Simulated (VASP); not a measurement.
# Zr3O (P6_322) in VASP: a series of runs

The runs below take Zr3O through single point, with PBEsol.

Program: VASP 6.6.1. These are calculated values, not measurements. Logs are shortened: lines on timing, memory, paths and dates and some standing lists are left out, and cuts for length are marked.

## 1. The cell of the first run

It takes space group P6_322 (No. 182, hexagonal). Conventional cell: a = 5.584 Å, b = 5.584 Å, c = 5.156 Å, α = 90.00°, β = 90.00°, γ = 120.00°. Within 3.0 Å of Zr (site symmetry 2) lie 2 O at 2.25 Å. Within 3.0 Å of O (site symmetry 32) lie 6 Zr at 2.25 Å.

## 2. Single point, PBEsol

The input, INCAR:

```
SYSTEM = Zr3O
  PREC = Accurate
  ENCUT = 520
  EDIFF = 1E-6
  ISMEAR = 0
  SIGMA = 0.1
  LREAL = .FALSE.
  LASPH = .TRUE.
  NELM = 80
  ALGO = Normal
  ISIF = 2
  LWAVE = .FALSE.
  LCHARG = .FALSE.
  GGA = PS
  NBANDS = 52
```

The input, KPOINTS:

```
regular mesh
0
G
  6 6 8
  0 0 0
```

The input, POSCAR:

```
Zr3O
1.0
    5.5836031236      0.0000000000      0.0000000000
   -2.7918015618      4.8355421497      0.0000000000
    0.0000000000      0.0000000000      5.1560071116
Zr O
6 2
Direct
    0.0000000000      0.6605667316      0.5000000000
    0.0000000000      0.3394332684      0.0000000000
    0.6605667316      0.6605667316      0.0000000000
    0.6605667316      0.0000000000      0.5000000000
    0.3394332684      0.3394332684      0.5000000000
    0.3394332684      0.0000000000      0.0000000000
    0.6666666667      0.3333333333      0.7500000000
    0.3333333333      0.6666666667      0.2500000000
```

Potentials or basis: VASP PAW PBE potentials, release 64 (Zr_sv, O).

The run is started by

```
> cat potpaw_PBE.64/Zr_sv/POTCAR potpaw_PBE.64/O/POTCAR > POTCAR
> mpirun -np 1 vasp_std > vasp.out
```

OUTCAR:

```text
SYSTEM = Zr3O
   PREC = Accurate
   ENCUT = 520
   EDIFF = 1E-6
   ISMEAR = 0
   LREAL = .FALSE.
   LASPH = .TRUE.
   NELM = 80
   ISIF = 2
   GGA = PS

 ion  position               nearest neighbor table
   1  0.000  0.661  0.500-   8 2.25   7 2.25   2 3.14   2 3.14   5 3.19   5 3.19   4 3.19   4 3.19
                             3 3.20   3 3.20   6 3.20   6 3.20   4 3.28   5 3.28
   2  0.000  0.339  0.000-   7 2.25   8 2.25   1 3.14   1 3.14   3 3.19   3 3.19   6 3.19   6 3.19
                             5 3.20   5 3.20   4 3.20   4 3.20   6 3.28   3 3.28
   3  0.661  0.661  0.000-   8 2.25   7 2.25   5 3.14   5 3.14   2 3.19   2 3.19   6 3.19   6 3.19
                             1 3.20   1 3.20   4 3.20   4 3.20   6 3.28   2 3.28
   4  0.661  0.000  0.500-   7 2.25   8 2.25   6 3.14   6 3.14   5 3.19   1 3.19   5 3.19   1 3.19
                             3 3.20   2 3.20   3 3.20   2 3.20   1 3.28   5 3.28
   5  0.339  0.339  0.500-   7 2.25   8 2.25   3 3.14   3 3.14   1 3.19   1 3.19   4 3.19   4 3.19
                             2 3.20   2 3.20   6 3.20   6 3.20   4 3.28   1 3.28
   6  0.339  0.000  0.000-   8 2.25   7 2.25   4 3.14   4 3.14   3 3.19   2 3.19   3 3.19   2 3.19
                             1 3.20   1 3.20   5 3.20   5 3.20   2 3.28   3 3.28
   7  0.667  0.333  0.750-   2 2.25   4 2.25   1 2.25   6 2.25   5 2.25   3 2.25
   8  0.333  0.667  0.250-   1 2.25   6 2.25   2 2.25   4 2.25   3 2.25   5 2.25

  LATTYP: Found a hexagonal cell.
 ALAT       =     5.5836031236
 C/A-ratio  =     0.9234193401

  Lattice vectors:

 A1 = (   5.5836031236,   0.0000000000,   0.0000000000)
 A2 = (  -2.7918015618,   4.8355421497,   0.0000000000)
 A3 = (   0.0000000000,   0.0000000000,   5.1560071116)

Analysis of symmetry for initial positions (statically):
=====================================================================
 Subroutine PRICEL returns:
 Original cell was already a primitive cell.

 Routine SETGRP: Setting up the symmetry group for a
 hexagonal supercell.

 Subroutine GETGRP returns: Found 12 space group operations
 (whereof  6 operations were pure point group operations)
 out of a pool of 24 trial point group operations.

The static configuration has the point symmetry D_3 .
 The point group associated with its full space group is D_6 .

Analysis of symmetry for dynamics (positions and initial velocities):
=====================================================================
 Subroutine PRICEL returns:
 Original cell was already a primitive cell.

 Routine SETGRP: Setting up the symmetry group for a
 hexagonal supercell.

 Subroutine GETGRP returns: Found 12 space group operations
 (whereof  6 operations were pure point group operations)
 out of a pool of 24 trial point group operations.

The dynamic configuration has the point symmetry D_3 .
 The point group associated with its full space group is D_6 .

 Subroutine INISYM returns: Found 12 space group operations
 (whereof  6 operations are pure point group operations),
 and found     1 'primitive' translations

----------------------------------------------------------------------------------------

                                     Primitive cell

  volume of cell :     139.2109

  direct lattice vectors                    reciprocal lattice vectors
     5.583603124  0.000000000  0.000000000     0.179095824  0.103401022  0.000000000
    -2.791801562  4.835542150  0.000000000     0.000000000  0.206802044  0.000000000
     0.000000000  0.000000000  5.156007112     0.000000000  0.000000000  0.193948530

  length of vectors
     5.583603124  5.583603124  5.156007112     0.206802044  0.206802044  0.193948530

  position of ions in fractional coordinates (direct lattice)
     0.000000000  0.660566732  0.500000000
     0.000000000  0.339433268  0.000000000
     0.660566732  0.660566732  0.000000000
     0.660566732  0.000000000  0.500000000
     0.339433268  0.339433268  0.500000000
     0.339433268  0.000000000  0.000000000
     0.666666667  0.333333333  0.750000000
     0.333333333  0.666666667  0.250000000

  ion indices of the primitive-cell ions
   primitive index   ion index
                 1           1
                 2           2
                 3           3
                 4           4
                 5           5
                 6           6
                 7           7
                 8           8

----------------------------------------------------------------------------------------

 KPOINTS: regular mesh

Automatic generation of k-mesh.
 Grid dimensions read from file:
 generate k-points for:    6    6    8

 Generating k-lattice:

  Cartesian coordinates                     Fractional coordinates (reciprocal lattice)
     0.029849304  0.017233504  0.000000000     0.166666667  0.000000000  0.000000000
     0.000000000  0.034467007  0.000000000     0.000000000  0.166666667  0.000000000
     0.000000000  0.000000000  0.024243566     0.000000000  0.000000000  0.125000000

  Length of vectors
     0.034467007  0.034467007  0.024243566

  Shift w.r.t. Gamma in fractional coordinates (k-lattice)
     0.000000000  0.000000000  0.000000000

 Subroutine IBZKPT returns following result:
 ===========================================

 Found     35 irreducible k-points:

 Following reciprocal coordinates:
            Coordinates               Weight
  0.000000  0.000000  0.000000      1.000000
  0.166667  0.000000  0.000000      6.000000
  0.333333  0.000000  0.000000      6.000000
  0.500000  0.000000  0.000000      3.000000
  0.166667  0.166667  0.000000      6.000000
  0.333333  0.166667  0.000000     12.000000
[... 16 lines left out ...]
  0.166667  0.000000  0.375000     12.000000
  0.333333  0.000000  0.375000     12.000000
 [... further k-points ...]
   k-points           NKPTS =     35   k-points in BZ     NKDIM =     35   number of bands    NBANDS=     52
   number of dos      NEDOS =    301   number of ions     NIONS =      8
   total plane-waves  NPLWV =  70560
   dimension x,y,z NGX =    42 NGY =   42 NGZ =   40
   dimension x,y,z NGXF=    84 NGYF=   84 NGZF=   80
   ions per type =               6   2
   NGX,Y,Z   is equivalent  to a cutoff of  12.51, 12.51, 12.90 a.u.
   NGXF,Y,Z  is equivalent  to a cutoff of  25.01, 25.01, 25.79 a.u.
 SYSTEM =  Zr3O
   PREC   = accura    normal or accurate (medium, high low for compatibility)
   ISTART =      0    job   : 0-new  1-cont  2-samecut
   ICHARG =      2    charge: 1-file 2-atom 10-const
   ISPIN  =      1    spin polarized calculation?
   LNONCOLLINEAR =      F non collinear calculations
   LSORBIT =      F    spin-orbit coupling
   LASPH  =      T    aspherical Exc in radial PAW
   ENCUT  =  520.0 eV  38.22 Ry    6.18 a.u.  10.38 10.38  9.59*2*pi/ulx,y,z
   NELM   =     80;   NELMIN=  2; NELMDL= -5     # of ELM steps
   EDIFF  = 0.1E-05   stopping-criterion for ELM
   LREAL  =      F    real-space projection
   EDIFFG = 0.1E-04   stopping-criterion for IOM
   NSW    =      0    number of steps for IOM
   IBRION =     -1    ionic relax: 0-MD 1-quasi-New 2-CG
   NFREE  =      0    steps in history (QN), initial steepest desc. (CG)
   ISIF   =      2    stress and relaxation
   ISYM   =      2    0-nonsym 1-usesym 2-fastsym
   POTIM  = 0.5000    time-step for ionic-motion
   TEBEG  =    0.0;   TEEND  =   0.0 temperature during run
   PSTRESS=    0.0 pullay stress
   NELECT =      84.0000    total number of electrons
   NUPDOWN=      -1.0000    fix difference up-down
   EMIN   =  10.00;   EMAX   =-10.00  energy-range for DOS
   EFERMI =   0.00;   METHOD = LEGACY
   ISMEAR =     0;   SIGMA  =   0.10  broadening in eV -4-tet -1-fermi 0-gaus
   EFERMI_NEDOS =   21; number of points for ismear=-14 and -15
   IALGO  =     38    algorithm
   IMIX   =      4    mixing-type and parameters
     AMIX     =   0.40;   BMIX     =  1.00
     AMIX_MAG =   1.60;   BMIX_MAG =  1.00
  volume/ion in A,a.u.               =      17.40       117.43
  Fermi-wavevector in a.u.,A,eV,Ry     =   1.383386  2.614221 26.038259  1.913758
  Thomas-Fermi vector in A             =   2.507989
   LORBIT       =      0    0 simple, 1 ext, 2 COOP (PROOUT), +10 PAW based schemes
   GGA     = PS    functional components
   LHFCALC =     F    Hartree Fock is set to
   AEXX    =    0.0000 exact exchange contribution
   IVDW    =     0    specifies the selected vdW correction
   LEPSILON=     F    determine dielectric tensor
   LRPA    =     F    only Hartree local field effects (RPA)
 non-spin polarized calculation
 Gauss-broadening in eV      SIGMA  =   0.10
  energy-cutoff  :      520.00
  volume of cell :      139.21
 maximum number of plane-waves:      3776
 NGX is ok and might be reduce to    42
   NGX = 21   NGY = 21   NGZ = 19

 number of electron      83.9999999 magnetization

 Free energy of the ion-electron system (eV)
  ---------------------------------------------------
  ext. energy  EPLUGINS =         0.00000000
  ---------------------------------------------------
  free energy    TOTEN  =       -76.69457430 eV

  energy without entropy =      -76.66394908  energy(sigma->0) =      -76.67926169

 E-fermi :   9.7486     XC(G=0): -11.7777

 val. band max:        9.7452377360   @ k =   0.0000   0.0000   0.5000
 cond. band min:       9.7592536232   @ k =   0.3333   0.0000   0.3750
 fundamental gap:      0.0140158872
 Fermi energy:         9.7486000519

 k-point     1 :       0.0000    0.0000    0.0000
  band No.  band energies     occupation
      1     -38.9591      2.00000
      2     -38.7907      2.00000
      3     -38.7749      2.00000
      4     -38.7749      2.00000
      5     -38.7603      2.00000
      6     -38.7603      2.00000
[... 44 lines left out ...]
     51      12.4200      0.00000
     52      12.4968      0.00000

 k-point     2 :       0.1667    0.0000    0.0000
  band No.  band energies     occupation
      1     -38.9476      2.00000
      2     -38.7923      2.00000
      3     -38.7874      2.00000
      4     -38.7851      2.00000
      5     -38.7548      2.00000
      6     -38.7533      2.00000
[... 1202 lines left out ...]
 k-point    24 :       0.3333    0.0000    0.3750
  band No.  band energies     occupation
      1     -38.8728      2.00000
      2     -38.8185      2.00000
      3     -38.8039      2.00000
      4     -38.7855      2.00000
      5     -38.7750      2.00000
      6     -38.7665      2.00000
[... 44 lines left out ...]
     51      12.5729      0.00000
     52      12.8563      0.00000

 [... further k-points ...]

------------------------ aborting loop because EDIFF is reached ----------------------------------------

  FORCE on cell =-STRESS in cart. coord.  units (eV):
  Direction    XX          YY          ZZ          XY          YZ          ZX
  --------------------------------------------------------------------------------------
  -------------------------------------------------------------------------------------
  Total        0.1773961      0.1773961      0.1870658      0.0000000      0.0000000      0.0000000
  in kB        2.0416508      2.0416508      2.1529394      0.0000000      0.0000000      0.0000000
  external PRESSURE =       2.0787470 kB  Pullay stress =       0.0000000 kB

 VOLUME and BASIS-vectors are now :
 -----------------------------------------------------------------------------
  energy-cutoff  :      520.00
  volume of cell :      139.21
      direct lattice vectors                 reciprocal lattice vectors
     5.583603124  0.000000000  0.000000000     0.179095824  0.103401022  0.000000000
    -2.791801562  4.835542150  0.000000000     0.000000000  0.206802044  0.000000000
     0.000000000  0.000000000  5.156007112     0.000000000  0.000000000  0.193948530

 POSITION                                       TOTAL-FORCE (eV/Angst)
 -----------------------------------------------------------------------------------
     -1.84417      3.19420      2.57800        -0.007273      0.012598      0.000000
     -0.94763      1.64134      0.00000         0.007273     -0.012598      0.000000
      1.84417      3.19420      0.00000         0.007273      0.012598      0.000000
      3.68834      0.00000      2.57800         0.014546      0.000000      0.000000
      0.94763      1.64134      2.57800        -0.007273     -0.012598      0.000000
      1.89526      0.00000      0.00000        -0.014546      0.000000      0.000000
      2.79180      1.61185      3.86701        -0.000000      0.000000      0.000000
     -0.00000      3.22369      1.28900        -0.000000      0.000000     -0.000000
 -----------------------------------------------------------------------------------
    total drift:                               -0.000001      0.000000     -0.000000

  FREE ENERGIE OF THE ION-ELECTRON SYSTEM (eV)
  ---------------------------------------------------
  free  energy   TOTEN  =       -76.6945742991 eV

  energy  without entropy=      -76.6639490801  energy(sigma->0) =      -76.67926169
```

Wall time 3.9 min (1 thread of Intel Xeon Platinum 8259CL at 2.50GHz (Skylake/Cascade Lake), shared host); peak memory 0.35 GiB.

What came out:

```
Free energy            : -76.6946 eV
Pressure               : 0.2 GPa
Largest force          : 0.015 eV/Å
Band gap on the k mesh : zero (bands 42 and 43 overlap by 0.82 eV)
```

Forces on the atoms (eV/Å):
```
Zr  -0.007  0.013  0.000
Zr   0.007 -0.013  0.000
Zr   0.007  0.013  0.000
Zr   0.015  0.000  0.000
Zr  -0.007 -0.013  0.000
Zr  -0.015  0.000  0.000
O    0.000  0.000  0.000
O    0.000  0.000  0.000
```

Caveat: the PAW data sets were made with another functional, which shifts forces and pressure a little.

[end of part 1 of 2]
